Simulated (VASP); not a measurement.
Input of a VASP 6.6.1 run:

INCAR

```
  PREC = Accurate
  ENCUT = 520
  EDIFF = 1E-7
  ISMEAR = -1
  SIGMA = 0.05
  LREAL = False
  LASPH = True
  NELM = 80
  ALGO = Normal
  ISIF = 2
  LWAVE = False
  LCHARG = False
  NBANDS = 34
```

KPOINTS

```
Automatic mesh
0
Gamma
  6 6 5
```

POSCAR

```
Ga
1.0
    2.2120720450     -3.7467795571      0.0000000000
    2.2120720450      3.7467795571      0.0000000000
    0.0000000000      0.0000000000      4.4251222337
Ga
4
Direct
    0.8441750868      0.1558249132      0.0835879448
    0.6558249132      0.3441750868      0.5835879448
    0.1558249132      0.8441750868      0.9164120552
    0.3441750868      0.6558249132      0.4164120552
```

Potentials or basis: VASP PAW LDA potentials, release 64 (Ga_d).

The run is started by

```console
$ cat potpaw_LDA.64/Ga_d/POTCAR > POTCAR
$ mpirun -np 1 vasp_std > vasp.out
```

Task: What does it give for the largest force?

Result: 0.010 eV/Å.

Task: Estimate the pressure.

Result: 0.2 GPa.

Forces in eV/Å, atoms in the order of the input:
```
Ga   0.000  0.002  0.010
Ga   0.000 -0.002  0.010
Ga   0.000 -0.002 -0.010
Ga   0.000  0.002 -0.010
```
